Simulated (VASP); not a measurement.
# Sn3As (Fm-3m) in VASP: a series of runs, part 2 of 2

VASP 6.6.1.

## (3) Relaxation of cell and atoms, PBE

This run uses another cell than the first one, of 24.65 Å³/atom, 0.967 times its volume.

Input file INCAR:

```
SYSTEM = Sn3As
  PREC = Accurate
  ENCUT = 600
  EDIFF = 1E-6
  ISMEAR = 0
  SIGMA = 0.1
  LREAL = .FALSE.
  LASPH = .TRUE.
  NELM = 60
  ALGO = Fast
  ISIF = 3
  LWAVE = .FALSE.
  LCHARG = .FALSE.
  GGA = PE
  IBRION = 2
  NSW = 100
  EDIFFG = -0.01
```

Input file KPOINTS:

```
Automatic mesh
0
G
  12 12 12
  0 0 0
```

Input file POSCAR:

```
Sn3As
1.0
    0.0000000000      3.6665958426      3.6665958426
    3.6665958426      0.0000000000      3.6665958426
    3.6665958426      3.6665958426      0.0000000000
Sn As
3 1
Direct
    0.7500000000      0.7500000000      0.7500000000
    0.5000000000      0.5000000000      0.5000000000
    0.2500000000      0.2500000000      0.2500000000
    0.0000000000      0.0000000000      0.0000000000
```

Potentials or basis: VASP PAW PBE potentials, release 64 (Sn_d, As).

The run is started by

```
$ cat potpaw_PBE.64/Sn_d/POTCAR potpaw_PBE.64/As/POTCAR > POTCAR
$ mpirun -np 1 vasp_std > vasp.out
```

OUTCAR:

```text
SYSTEM = Sn3As
   PREC = Accurate
   ENCUT = 600
   EDIFF = 1E-6
   ISMEAR = 0
   LREAL = .FALSE.
   LASPH = .TRUE.
   NELM = 60
   ISIF = 3
   GGA = PE
   IBRION = 2
   NSW = 100
   EDIFFG = -0.01

 ion  position               nearest neighbor table
   1  0.750  0.750  0.750-   2 3.18   2 3.18   2 3.18   2 3.18   4 3.18   4 3.18   4 3.18   4 3.18
                             3 3.67   3 3.67   3 3.67   3 3.67   3 3.67   3 3.67
   2  0.500  0.500  0.500-   3 3.18   3 3.18   3 3.18   1 3.18   3 3.18   1 3.18   1 3.18   1 3.18

   3  0.250  0.250  0.250-   4 3.18   4 3.18   4 3.18   2 3.18   4 3.18   2 3.18   2 3.18   2 3.18
                             1 3.67   1 3.67   1 3.67   1 3.67   1 3.67   1 3.67
   4  0.000  0.000  0.000-   1 3.18   1 3.18   1 3.18   1 3.18   3 3.18   3 3.18   3 3.18   3 3.18

  LATTYP: Found a face centered cubic cell.
 ALAT       =     7.3331916852

  Lattice vectors:

 A1 = (   0.0000000000,   3.6665958426,   3.6665958426)
 A2 = (   3.6665958426,   0.0000000000,   3.6665958426)
 A3 = (   3.6665958426,   3.6665958426,   0.0000000000)

Analysis of symmetry for initial positions (statically):
=====================================================================
 Subroutine PRICEL returns:
 Original cell was already a primitive cell.

 Routine SETGRP: Setting up the symmetry group for a
 face centered cubic supercell.

 Subroutine GETGRP returns: Found 48 space group operations
 (whereof 48 operations were pure point group operations)
 out of a pool of 48 trial point group operations.

The static configuration has the point symmetry O_h .

Analysis of symmetry for dynamics (positions and initial velocities):
=====================================================================
 Subroutine PRICEL returns:
 Original cell was already a primitive cell.

 Routine SETGRP: Setting up the symmetry group for a
 face centered cubic supercell.

 Subroutine GETGRP returns: Found 48 space group operations
 (whereof 48 operations were pure point group operations)
 out of a pool of 48 trial point group operations.

The dynamic configuration has the point symmetry O_h .

 Subroutine INISYM returns: Found 48 space group operations
 (whereof 48 operations are pure point group operations),
 and found     1 'primitive' translations

----------------------------------------------------------------------------------------

                                     Primitive cell

  volume of cell :      98.5869

  direct lattice vectors                    reciprocal lattice vectors
     0.000000000  3.666595843  3.666595843    -0.136366270  0.136366270  0.136366270
     3.666595843  0.000000000  3.666595843     0.136366270 -0.136366270  0.136366270
     3.666595843  3.666595843  0.000000000     0.136366270  0.136366270 -0.136366270

  length of vectors
     5.185349568  5.185349568  5.185349568     0.236193309  0.236193309  0.236193309

  position of ions in fractional coordinates (direct lattice)
     0.750000000  0.750000000  0.750000000
     0.500000000  0.500000000  0.500000000
     0.250000000  0.250000000  0.250000000
     0.000000000  0.000000000  0.000000000

  ion indices of the primitive-cell ions
   primitive index   ion index
                 1           1
                 2           2
                 3           3
[... 56 lines left out ...]
   number of dos      NEDOS =    301   number of ions     NIONS =      4
   total plane-waves  NPLWV =  74088
   dimension x,y,z NGX =    42 NGY =   42 NGZ =   42
   dimension x,y,z NGXF=    84 NGYF=   84 NGZF=   84
   ions per type =               3   1
   NGX,Y,Z   is equivalent  to a cutoff of  13.47, 13.47, 13.47 a.u.
   NGXF,Y,Z  is equivalent  to a cutoff of  26.93, 26.93, 26.93 a.u.
 SYSTEM =  Sn3As
   PREC   = accura    normal or accurate (medium, high low for compatibility)
   ISTART =      0    job   : 0-new  1-cont  2-samecut
   ICHARG =      2    charge: 1-file 2-atom 10-const
   ISPIN  =      1    spin polarized calculation?
   LNONCOLLINEAR =      F non collinear calculations
   LSORBIT =      F    spin-orbit coupling
   LASPH  =      T    aspherical Exc in radial PAW
   ENCUT  =  600.0 eV  44.10 Ry    6.64 a.u.  10.36 10.36 10.36*2*pi/ulx,y,z
   NELM   =     60;   NELMIN=  2; NELMDL= -5     # of ELM steps
   EDIFF  = 0.1E-05   stopping-criterion for ELM
   LREAL  =      F    real-space projection
   EDIFFG = -.1E-01   stopping-criterion for IOM
   NSW    =    100    number of steps for IOM
   IBRION =      2    ionic relax: 0-MD 1-quasi-New 2-CG
   NFREE  =      1    steps in history (QN), initial steepest desc. (CG)
   ISIF   =      3    stress and relaxation
   ISYM   =      2    0-nonsym 1-usesym 2-fastsym
   POTIM  = 0.5000    time-step for ionic-motion
   TEBEG  =    0.0;   TEEND  =   0.0 temperature during run
   PSTRESS=    0.0 pullay stress
   NELECT =      47.0000    total number of electrons
   NUPDOWN=      -1.0000    fix difference up-down
   EMIN   =  10.00;   EMAX   =-10.00  energy-range for DOS
   EFERMI =   0.00;   METHOD = LEGACY
   ISMEAR =     0;   SIGMA  =   0.10  broadening in eV -4-tet -1-fermi 0-gaus
   EFERMI_NEDOS =   21; number of points for ismear=-14 and -15
   IALGO  =     68    algorithm
   IMIX   =      4    mixing-type and parameters
     AMIX     =   0.40;   BMIX     =  1.00
     AMIX_MAG =   1.60;   BMIX_MAG =  1.00
  volume/ion in A,a.u.               =      24.65       166.32
  Fermi-wavevector in a.u.,A,eV,Ry     =   1.278894  2.416758 22.253265  1.635569
  Thomas-Fermi vector in A             =   2.411410
   LORBIT       =      0    0 simple, 1 ext, 2 COOP (PROOUT), +10 PAW based schemes
   GGA     = PE    functional components
   LHFCALC =     F    Hartree Fock is set to
   AEXX    =    0.0000 exact exchange contribution
   IVDW    =     0    specifies the selected vdW correction
   LEPSILON=     F    determine dielectric tensor
   LRPA    =     F    only Hartree local field effects (RPA)
 conjugate gradient relaxation of ions
 non-spin polarized calculation
 RMM-DIIS sequential band-by-band and
 Gauss-broadening in eV      SIGMA  =   0.10
  energy-cutoff  :      600.00
  volume of cell :       98.59
 maximum number of plane-waves:      3327
 NGX is ok and might be reduce to    42
   NGX = 21   NGY = 21   NGZ = 21

--------------------------------------- Ionic step        1  -------------------------------------------

 number of electron      46.9999992 magnetization

 Free energy of the ion-electron system (eV)
  ---------------------------------------------------
  ext. energy  EPLUGINS =         0.00000000
  ---------------------------------------------------
  free energy    TOTEN  =       -15.55459016 eV

  energy without entropy =      -15.54291592  energy(sigma->0) =      -15.54875304

------------------------ aborting loop because EDIFF is reached ----------------------------------------

  FORCE on cell =-STRESS in cart. coord.  units (eV):
  Direction    XX          YY          ZZ          XY          YZ          ZX
  --------------------------------------------------------------------------------------
  -------------------------------------------------------------------------------------
  Total        1.1322541      1.1322541      1.1322541     -0.0000000      0.0000000     -0.0000000
  in kB       18.4007436     18.4007436     18.4007436     -0.0000000      0.0000000     -0.0000000
  external PRESSURE =      18.4007436 kB  Pullay stress =       0.0000000 kB
[... 139 lines left out ...]
--------------------------------------- Ionic step        5  -------------------------------------------

 number of electron      47.0000005 magnetization

 Free energy of the ion-electron system (eV)
  ---------------------------------------------------
  ext. energy  EPLUGINS =         0.00000000
  ---------------------------------------------------
  free energy    TOTEN  =       -15.57278259 eV

  energy without entropy =      -15.56161591  energy(sigma->0) =      -15.56719925

 E-fermi :   7.5192     XC(G=0): -10.3903

 val. band max:        7.5188329819   @ k =   0.1667   0.1667   0.0000
 cond. band min:       7.5416257676   @ k =  -0.4167   0.4167   0.1667
 fundamental gap:      0.0227927857
 Fermi energy:         7.5192190595

 k-point     1 :       0.0000    0.0000    0.0000
  band No.  band energies     occupation
      1     -14.0113      2.00000
      2     -14.0113      2.00000
      3     -14.0068      2.00000
      4     -14.0068      2.00000
      5     -14.0068      2.00000
      6     -13.9465      2.00000
[... 733 lines left out ...]
     27      10.6512      0.00000
     28      11.5139      0.00000

 [... further k-points ...]

------------------------ aborting loop because EDIFF is reached ----------------------------------------

  FORCE on cell =-STRESS in cart. coord.  units (eV):
  Direction    XX          YY          ZZ          XY          YZ          ZX
  --------------------------------------------------------------------------------------
  -------------------------------------------------------------------------------------
  Total        0.0052550      0.0052550      0.0052550      0.0000000     -0.0000000     -0.0000000
  in kB        0.0827038      0.0827038      0.0827038      0.0000000     -0.0000000     -0.0000000
  external PRESSURE =       0.0827038 kB  Pullay stress =       0.0000000 kB
[... 19 lines left out ...]
  FREE ENERGIE OF THE ION-ELECTRON SYSTEM (eV)
  ---------------------------------------------------
  free  energy   TOTEN  =       -15.5727825944 eV

  energy  without entropy=      -15.5616159145  energy(sigma->0) =      -15.56719925

 reached required accuracy - stopping structural energy minimisation
```

Run time: 12 min. Hardware: 1 thread of Oxide Virtual Turin-like, shared host; peak memory 0.37 GiB.

What came out:

* Free energy: -15.5728 eV
* Relaxed volume: 25.45 Å³/atom
* Relaxed cell: a = 5.241 Å, b = 5.241 Å, c = 5.241 Å, α = 60.00°, β = 60.00°, γ = 60.00°
* Space group after relaxing (to 0.05 Å): Fm-3m (No. 225)
* Energy gained by relaxing: 4.5 meV/atom
* Ionic steps: 5
* Pressure after relaxing: 0.0 GPa

Step by step:
```csv
step,energy change (eV),largest force (eV/Å),pressure (GPa),volume (Å³)
1,0.0000,0.0000,1.84,98.59
2,-0.0171,0.0000,-0.32,102.68
3,-0.0182,0.0000,-0.06,101.91
4,-0.0182,0.0000,0.08,101.79
5,-0.0182,0.0000,0.01,101.80
```

Final structure:
```yaml
crystal:
  lattice:
    - [0.00000, 3.70602, 3.70602]
    - [3.70602, 0.00000, 3.70602]
    - [3.70602, 3.70602, 0.00000]
  atoms:
    - { symbol: Sn, position: [0.75000, 0.75000, 0.75000] }
    - { symbol: Sn, position: [0.50000, 0.50000, 0.50000] }
    - { symbol: Sn, position: [0.25000, 0.25000, 0.25000] }
    - { symbol: As, position: [0.00000, 0.00000, 0.00000] }
```

Levels at points of the mesh, in eV from the Fermi level:
```tsv
k point	band 21	band 22	band 23	band 24	band 25	band 26	band 27	band 28
(0.00, 0.00, 0.00)	-2.19	-2.19	-1.38	-1.38	-1.38	-0.57	-0.57	-0.57
(0.50, 0.00, 0.00)	-2.87	-2.28	-2.28	0.12	0.59	2.62	2.62	3.49
(0.50, 0.50, 0.00)	-4.70	0.94	1.32	1.32	1.43	2.79	2.79	3.33
```

Caveat: the bands computed are all filled at some k points, so no gap is given; spin-orbit coupling is left out, which moves the levels of the heavy elements.
